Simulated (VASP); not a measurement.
A run of VASP 6.6.1:

Contents of INCAR:

```
SYSTEM = Ir
ALGO = Normal
EDIFF = 1E-7
ENCUT = 520
GGA = PE
ISIF = 2
ISMEAR = -1
ISPIN = 2
LASPH = .TRUE.
LCHARG = .FALSE.
LMAXMIX = 4
LORBIT = 11
LREAL = .FALSE.
LWAVE = .FALSE.
MAGMOM = 1
NBANDS = 14
NELM = 150
PREC = Accurate
SIGMA = 0.05
```

KPOINTS

```
k-points
0
G
  20 20 20
  0 0 0
```

The input POSCAR:

```
Ir
1.0
    2.5718086364      0.0000000000      0.0000000000
    0.0000000000      2.5718086364      0.0000000000
    0.0000000000      0.0000000000      2.5718086364
Ir
1
Direct
    0.0000000000      0.0000000000      0.0000000000
```

Potentials or basis: VASP PAW PBE potentials, release 64 (Ir).

The run is started by

```bash
$ cat potpaw_PBE.64/Ir/POTCAR > POTCAR
$ mpirun -np 1 vasp_std > vasp.out
```

Hardware: 1 thread of AMD EPYC 9R14 (Zen 4) (shared host).

Estimate the wall time of this run.

Wall time 98 s on 1 thread of AMD EPYC 9R14 (Zen 4), with other jobs on the host, peak memory 0.18 GiB. Counts: scf iterations 14, k points 286.
